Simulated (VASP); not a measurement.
Write the native input for VASP 6.6.1 that does the following.

```yaml
Task: single point
Functional: PBE
Potentials_or_basis: VASP PAW PBE potentials, release 64 (La, O)
Cutoff: 520 eV
k_mesh: 3 × 3 × 4
Occupations: gaussian, width 0.1 eV
Spin: no spin polarisation
Dipole_correction: no
Further_INCAR_settings: ALGO = Normal; EDIFF = 1e-07; NBANDS = 40
```

The structure of La5O lies in POSCAR:

```
La5O
1.0
    6.7723467500      0.0000000000      0.0000000000
   -3.3861733800      5.8650243300      0.0000000000
    0.0000000000      0.0000000000      5.5039608000
La O
5 1
Direct
    0.5031474200      0.0000000000      0.0000000000
    0.6666666700      0.3333333300      0.5000000000
    0.4968525800      0.4968525800      0.0000000000
    0.3333333300      0.6666666700      0.5000000000
    0.0000000000      0.5031474200      0.0000000000
    0.0000000000      0.0000000000      0.5000000000
```

The cell was generated, and may not be a known phase.

The input as run:

INCAR

```
PREC = Accurate
ENCUT = 520
EDIFF = 1E-7
ISMEAR = 0
SIGMA = 0.1
LREAL = F
LASPH = T
NELM = 60
ALGO = Normal
ISIF = 2
LWAVE = F
LCHARG = F
GGA = PE
NBANDS = 40
```

KPOINTS

```
Automatic mesh
0
Gamma
  3 3 4
```

Potentials or basis: VASP PAW PBE potentials, release 64 (La, O).

Command:

```sh
$ cat potpaw_PBE.64/La/POTCAR potpaw_PBE.64/O/POTCAR > POTCAR
$ mpirun -np 1 vasp_std > vasp.out
```

It gave:

* Pressure: -0.5 GPa
* Largest force: 0.083 eV/Å
* Band gap on the k mesh: zero (an odd number of electrons rules out a gap without spin polarisation)

Caveat: spin-orbit coupling is left out, which moves the levels of the heavy elements.

It took 4.7 min on 1 thread of Intel Xeon 8259CL, with other jobs on the host, peak memory 0.34 GiB.
